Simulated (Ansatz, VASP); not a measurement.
## Cu in VASP and in Ansatz

Contents of INCAR:

```
PREC = Accurate
ENCUT = 520
EDIFF = 1E-6
ISMEAR = 0
SIGMA = 0.15
LREAL = False
LASPH = True
NELM = 100
ALGO = Normal
ISIF = 2
LWAVE = False
LCHARG = True
GGA = PS
LELF = True
LVHAR = True
NBANDS = 12
```

The input KPOINTS:

```
regular mesh
0
Gamma
  22 22 22
```

The input POSCAR:

```
Cu
1.0
    0.0000000000      1.8346125000      1.8346125000
    1.8346125000      0.0000000000      1.8346125000
    1.8346125000      1.8346125000      0.0000000000
Cu
1
Direct
    0.0000000000      0.0000000000      0.0000000000
```

Input for Ansatz:

```yaml
crystal:
  lattice:
    - [0.0, 1.8346125, 1.8346125]
    - [1.8346125, 0.0, 1.8346125]
    - [1.8346125, 1.8346125, 0.0]
  atoms:
    - { symbol: Cu, position: [0.0, 0.0, 0.0] }
basis:
  ecutwfc: 420
kpoints:
  mp_grid: { grid: [22, 22, 22] }
hamiltonian:
  xc: pbesol
scf:
  occupations: { method: gaussian, width: 0.15 }
output:
  forces: true
  stress: true
  eigenvalues: true
```

Change from the starting cell: strain +0.015 along x and y, +0.015 along z, atoms carried along.

Alike in both runs: task single point; functional PBEsol; k mesh 22 × 22 × 22; occupations gaussian, width 0.15 eV; no spin polarisation.

```csv
,VASP,Ansatz
version,VASP 6.6.1,Ansatz 0.2.0
potentials or method,"VASP PAW PBE potentials, release 64 (Cu), cutoff 520 eV","scalar-relativistic, plane waves, PAW"
valence electrons in the cell,11,19
```

Ansatz gave:

* gap on the k mesh at the Fermi level (eV): none
* pressure (GPa): -11.8

Which values does VASP return?

gap on the k mesh at the Fermi level (eV): none; pressure (GPa): -11.2.

VASP's potentials were made for PBE, not for PBEsol. A gap of «none» marks a metal or a gap that the smearing closes. VASP's potentials hold 11 valence electrons a cell and Ansatz's 19, so a difference there can come from the potentials and not from the codes.
